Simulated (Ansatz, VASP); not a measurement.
# AlRu in VASP and in Ansatz

```
Al Ru
1.0
     2.98159    0.00000    0.00000
     0.00000    2.98159    0.00000
     0.00000    0.00000    2.98159
Al Ru
1 1
Direct
  0.00000 0.00000 0.00000
  0.50000 0.50000 0.50000
```

Change from the starting cell: volume scaled by 0.99, crystal datasets.

Alike in both runs: task electric field gradients; functional PBEsol; k mesh 12 × 12 × 12; occupations fermi-dirac, width 0.05 eV; no spin polarisation.

|  | VASP | Ansatz |
| --- | --- | --- |
| version | VASP 6.6.1 | Ansatz 0.2.0 |
| potentials or method | VASP PAW PBE potentials, release 64 (Al, Ru_pv), cutoff 520 eV | all-electron PAW with datasets made for the crystal, scalar-relativistic |

```tsv
	VASP	Ansatz	Ansatz less VASP
pressure (GPa)	-1.2	-1.3	-0.12
```

VASP's potentials were made for PBE, not for PBEsol. Ansatz ran all-electron here, and VASP with PAW potentials.
